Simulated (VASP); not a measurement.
# BaTiO3 (R3m) in VASP: a series of runs, part 2 of 2

VASP 6.6.1. Earlier steps stand in the parts before.

### Step 4. Relaxation of shape and atoms at fixed volume, PBE+U (volume scaled by 0.97)

INCAR

```
PREC     = Accurate       # precision mode
ENCUT    = 600            # plane-wave cutoff, eV
EDIFF    = 1E-6           # SCF threshold, eV
ISMEAR   = 0              # smearing method
SIGMA    = 0.02           # smearing width, eV
LREAL    = False          # projectors in reciprocal space
LASPH    = True           # aspherical terms in the spheres
NELM     = 150            # most SCF steps
ALGO     = Normal         # electronic algorithm
ISIF     = 4              # what is computed and relaxed
LWAVE    = False          # write WAVECAR
LCHARG   = False          # write CHGCAR
LMAXMIX  = 4              # l up to which the mixer works
LDAU     = True           # DFT+U
LDAUTYPE = 2            
LDAUL    = -1 2 -1        # shell
LDAUU    = 0 4 0          # U, eV
LDAUJ    = 0 0 0        
LDAUPRINT= 1            
GGA      = PE             # functional
IBRION   = 2              # ionic algorithm
NSW      = 50             # ionic steps
EDIFFG   = -0.01          # ionic threshold
```

KPOINTS

```
Automatic mesh
0
Gamma
  6 6 6
```

POSCAR

```
BaTiO3
1.0
    2.8314774597      1.6347542736      2.3223544551
   -2.8314774597      1.6347542736      2.3223544551
    0.0000000000     -3.2695085471      2.3223544551
Ba Ti O
1 1 3
Direct
    0.0026800193      0.0026800193      0.0026800193
    0.5127992506      0.5127992506      0.5127992506
    0.4903227043      0.4903227043      0.9825753215
    0.4903227043      0.9825753215      0.4903227043
    0.9825753215      0.4903227043      0.4903227043
```

Launch:

```sh
$ cat potpaw_PBE.64/Ba_sv/POTCAR potpaw_PBE.64/Ti_sv/POTCAR potpaw_PBE.64/O/POTCAR > POTCAR
$ mpirun -np 1 vasp_std > vasp.out
```

It took 5.1 min on 1 thread of Intel Xeon Platinum 8259CL at 2.50GHz (Skylake/Cascade Lake), shared host; peak memory 0.22 GiB.

The run converged. Its results:

```yaml
Free_energy: -37.3136 eV
Energy_gained_by_relaxing: 15.6 meV/atom
Ionic_steps: 11
Pressure_after_relaxing: 5.8 GPa
Largest_force_after_relaxing: 0.007 eV/Å
Band_gap_on_the_k_mesh: 2.20 eV, indirect (least direct gap 2.40 eV)
```

Forces in eV/Å, atoms in the order of the input:
```
Ba   0.000  0.000  0.003
Ti   0.000  0.000 -0.007
O    0.000  0.000  0.001
O    0.000  0.000  0.001
O    0.000  0.000  0.001
```

Step by step:
```tsv
step	energy change (eV)	largest force (eV/Å)	pressure (GPa)	volume (Å³)
1	0.0000	0.9208	8.80	64.50
2	-0.0548	0.3397	6.67	64.50
3	-0.0610	0.2464	6.02	64.50
4	-0.0611	0.2287	6.06	64.50
5	-0.0707	0.1517	5.95	64.50
6	-0.0757	0.0832	5.84	64.50
7	-0.0773	0.0378	5.79	64.50
8	-0.0775	0.0252	5.77	64.50
9	-0.0778	0.0201	5.76	64.50
10	-0.0778	0.0199	5.76	64.50
11	-0.0778	0.0071	5.76	64.50
```

Final structure:
```cif
data_structure
_symmetry_space_group_name_H-M 'P 1'
_symmetry_Int_Tables_number 1
_cell_length_a 4.0103
_cell_length_b 4.0103
_cell_length_c 4.0103
_cell_angle_alpha 89.994
_cell_angle_beta 89.994
_cell_angle_gamma 89.994
_cell_volume 64.50
loop_
_atom_site_label
_atom_site_type_symbol
_atom_site_fract_x
_atom_site_fract_y
_atom_site_fract_z
_atom_site_occupancy
Ba1 Ba 0.99578 0.99578 0.99578 1
Ti1 Ti 0.49598 0.49598 0.49598 1
O1 O 0.49565 0.49565 0.99564 1
O2 O 0.49565 0.99564 0.49565 1
O3 O 0.99564 0.49565 0.49565 1
```

Levels at points of the mesh, in eV from the valence-band top:
```tsv
k point	band 18	band 19	band 20	band 21	band 22	band 23
(0.00, 0.00, 0.00)	-0.19	-0.19	-0.19	2.20	2.20	2.20
(0.50, 0.00, 0.00)	-1.74	-0.79	-0.79	2.39	3.89	3.89
(0.50, 0.50, 0.00)	-0.89	-0.89	-0.09	3.90	3.90	4.33
(0.50, 0.50, 0.50)	0.00	0.00	0.00	4.56	4.56	4.56
```

Eigenvalues of the final occupation matrices:
| site | spin | trace | eigenvalues |
| --- | --- | --- | --- |
| site 2 d | 1 | 0.78 | 0.10 0.10 0.10 0.24 0.24 |
| site 2 d | 2 | 0.78 | 0.10 0.10 0.10 0.24 0.24 |

Caveat: the cell differs from its parent crystal (volume scaled by 0.97); spin-orbit coupling is left out, which moves the levels of the heavy elements. A k mesh can miss the band edges.

### Step 5. Relaxation of shape and atoms at fixed volume, PBE+U (volume scaled by 1.03)

INCAR

```
PREC = Accurate
ENCUT = 600
EDIFF = 1E-7
ISMEAR = 0
SIGMA = 0.02
LREAL = F
LASPH = T
NELM = 150
ALGO = Normal
ISIF = 4
LWAVE = F
LCHARG = F
LMAXMIX = 4
LDAU = T
LDAUTYPE = 2
LDAUL = -1 2 -1
LDAUU = 0 4 0
LDAUJ = 0 0 0
LDAUPRINT = 1
GGA = PE
IBRION = 2
NSW = 50
EDIFFG = -0.01
```

KPOINTS is that of step 4.

POSCAR: that of step 4 with these lines changed.

```diff
@@ -2,5 +2,5 @@
 1.0
-    2.8314774597      1.6347542736      2.3223544551
-   -2.8314774597      1.6347542736      2.3223544551
-    0.0000000000     -3.2695085471      2.3223544551
+    2.8886944401      1.6677885126      2.3692833504
+   -2.8886944401      1.6677885126      2.3692833504
+    0.0000000000     -3.3355770252      2.3692833504
 Ba Ti O
```

Launch:

```sh
$ cat potpaw_PBE.64/Ba_sv/POTCAR potpaw_PBE.64/Ti_sv/POTCAR potpaw_PBE.64/O/POTCAR > POTCAR
$ mpirun -np 1 vasp_std > vasp.out
```

It took 6.7 min on 1 thread of Intel Xeon Platinum 8259CL at 2.50GHz (Skylake/Cascade Lake), shared host; peak memory 0.25 GiB.

Results (log left out):

```
Free energy                  : -37.3403 eV
Energy gained by relaxing    : 2.2 meV/atom
Ionic steps                  : 8
Pressure after relaxing      : -3.1 GPa
Largest force after relaxing : 0.009 eV/Å
Band gap on the k mesh       : 2.24 eV, indirect (least direct gap 2.55 eV)
```

Forces in eV/Å, atoms in the order of the input:
```
Ba   0.000  0.000  0.004
Ti   0.000  0.000 -0.009
O    0.000  0.001  0.001
O    0.001  0.000  0.001
O   -0.001  0.000  0.001
```

The path:
| step | energy change (eV) | largest force (eV/Å) | pressure (GPa) | volume (Å³) |
| --- | --- | --- | --- | --- |
| 1 | 0.0000 | 0.3069 | -1.40 | 68.49 |
| 2 | -0.0061 | 0.1702 | -2.03 | 68.49 |
| 3 | -0.0089 | 0.0823 | -2.81 | 68.49 |
| 4 | -0.0102 | 0.0667 | -2.87 | 68.49 |
| 5 | -0.0106 | 0.0503 | -2.94 | 68.49 |
| 6 | -0.0110 | 0.0180 | -3.00 | 68.49 |
| 7 | -0.0110 | 0.0080 | -3.03 | 68.49 |
| 8 | -0.0110 | 0.0087 | -3.07 | 68.49 |

Final structure:
```
Ba Ti O
1.0
     2.89135    1.66932    2.36493
    -2.89135    1.66932    2.36493
     0.00000   -3.33865    2.36493
Ba Ti O
1 1 3
Direct
  0.99959 0.99959 0.99959
  0.50599 0.50599 0.50599
  0.49262 0.49262 0.98787
  0.49262 0.98787 0.49262
  0.98787 0.49262 0.49262
```

Levels at points of the mesh, in eV from the valence-band top:
```tsv
k point	band 18	band 19	band 20	band 21	band 22	band 23
(0.00, 0.00, 0.00)	-0.34	-0.31	-0.31	2.24	2.24	2.28
(0.50, 0.00, 0.00)	-1.61	-0.84	-0.81	2.40	3.66	3.67
(0.50, 0.50, 0.00)	-0.92	-0.90	-0.08	3.70	3.70	4.08
(0.50, 0.50, 0.50)	-0.01	-0.01	0.00	4.24	4.28	4.28
```

Eigenvalues of the final occupation matrices:
| site | spin | trace | eigenvalues |
| --- | --- | --- | --- |
| site 2 d | 1 | 0.77 | 0.10 0.10 0.10 0.23 0.23 |
| site 2 d | 2 | 0.77 | 0.10 0.10 0.10 0.23 0.23 |

Caveat: the cell differs from its parent crystal (volume scaled by 1.03); spin-orbit coupling is left out, which moves the levels of the heavy elements. A k mesh can miss the band edges.

### Step 6. Single point, PBE+U (volume scaled by 0.88, then relaxed in part)

INCAR

```
  ALGO = Normal
  EDIFF = 1E-6
  ENCUT = 520
  GGA = PE
  ISIF = 2
  ISMEAR = 0
  LASPH = True
  LCHARG = False
  LDAU = True
  LDAUJ = 0 0 0
  LDAUL = -1 2 -1
  LDAUPRINT = 1
  LDAUTYPE = 2
  LDAUU = 0 4 0
  LMAXMIX = 4
  LREAL = False
  LWAVE = False
  NBANDS = 28
  NELM = 150
  PREC = Accurate
  SIGMA = 0.02
```

KPOINTS

```
k-points
0
Gamma
  6 6 6
```

POSCAR

```
BaTiO3
1.0
    2.7451581401      1.5849177912      2.2414596503
   -2.7451581401      1.5849177912      2.2414596503
    0.0000000000     -3.1698355823      2.2414596503
Ba Ti O
1 1 3
Direct
   -0.0042192847     -0.0042192847     -0.0042192847
    0.4958508896      0.4958508896      0.4958508896
    0.4956998825      0.4956998825      0.9956686301
    0.4956998825      0.9956686301      0.4956998825
    0.9956686301      0.4956998825      0.4956998825
```

Potentials or basis: VASP PAW PBE potentials, release 64 (Ba_sv, Ti_sv, O).

Launch:

```sh
$ cat potpaw_PBE.64/Ba_sv/POTCAR potpaw_PBE.64/Ti_sv/POTCAR potpaw_PBE.64/O/POTCAR > POTCAR
$ mpirun -np 1 vasp_std > vasp.out
```

It used 48 s of CPU time on 1 thread of Intel Xeon 6975P-C, on a shared host.

It converged, with:

```
Free energy            : -36.6972 eV
Pressure               : 28.2 GPa
Largest force          : 0.010 eV/Å
Band gap on the k mesh : 2.42 eV, indirect (least direct gap 2.51 eV)
```

Forces on the atoms (eV/Å):
```
Ba   0.000  0.000 -0.001
Ti   0.000  0.000 -0.010
O    0.000 -0.005  0.004
O   -0.004  0.003  0.004
O    0.004  0.003  0.004
```

Levels at points of the mesh, in eV from the valence-band top:
```csv
k point,band 17,band 18,band 19,band 20,band 21,band 22,band 23,band 24
"(0.00, 0.00, 0.00)",-1.26,-0.09,-0.09,-0.09,2.42,2.42,2.42,4.56
"(0.50, 0.00, 0.00)",-1.83,-1.83,-0.78,-0.78,2.66,4.43,4.43,4.59
"(0.50, 0.50, 0.00)",-1.82,-0.82,-0.82,-0.11,4.45,4.45,4.91,5.53
"(0.50, 0.50, 0.50)",-2.22,0.00,0.00,0.00,5.23,5.23,5.23,7.08
```

Eigenvalues of the final occupation matrices:
| site | spin | trace | eigenvalues |
| --- | --- | --- | --- |
| site 2 d | 1 | 0.84 | 0.11 0.11 0.11 0.26 0.26 |
| site 2 d | 2 | 0.84 | 0.11 0.11 0.11 0.26 0.26 |

Caveat: the cell differs from its parent crystal (volume scaled by 0.88, then relaxed in part); spin-orbit coupling is left out, which moves the levels of the heavy elements. A k mesh can miss the band edges.

### Step 7. Summary

| task | cell | cutoff (eV) | smearing | gap on the mesh (eV) | pressure (GPa) | largest force (eV/Å) |
| --- | --- | --- | --- | --- | --- | --- |
| single point | a = 4.051 Å, angles 89.8°, 5 atoms | 520 | gaussian 0.02 eV | 2.62 | 3.5 | 0.60 |
| single point | a = 4.051 Å, angles 89.8°, 5 atoms | 520 | gaussian 0.01 eV | 2.62 | 3.5 | 0.60 |
| relaxation of shape and atoms at fixed volume | relaxed from a = 4.010 Å, angles 89.8°, 5 atoms | 600 | gaussian 0.02 eV | 2.20 | 5.8 | 0.01 |
| relaxation of shape and atoms at fixed volume | relaxed from a = 4.091 Å, angles 89.8°, 5 atoms | 600 | gaussian 0.02 eV | 2.24 | -3.1 | 0.01 |
| single point | a = 3.882 Å, 5 atoms | 520 | gaussian 0.02 eV | 2.42 | 28.2 | 0.01 |

Alike in all rows: level PBE+U; potentials or basis VASP PAW PBE potentials, release 64 (Ba_sv, Ti_sv, O); no spin polarisation; Ti d U = 4.0 eV; k mesh 6 × 6 × 6.

Caveats: spin-orbit coupling is left out, which moves the levels of the heavy elements.

Absolute energies hang on the potentials; compare differences alone.
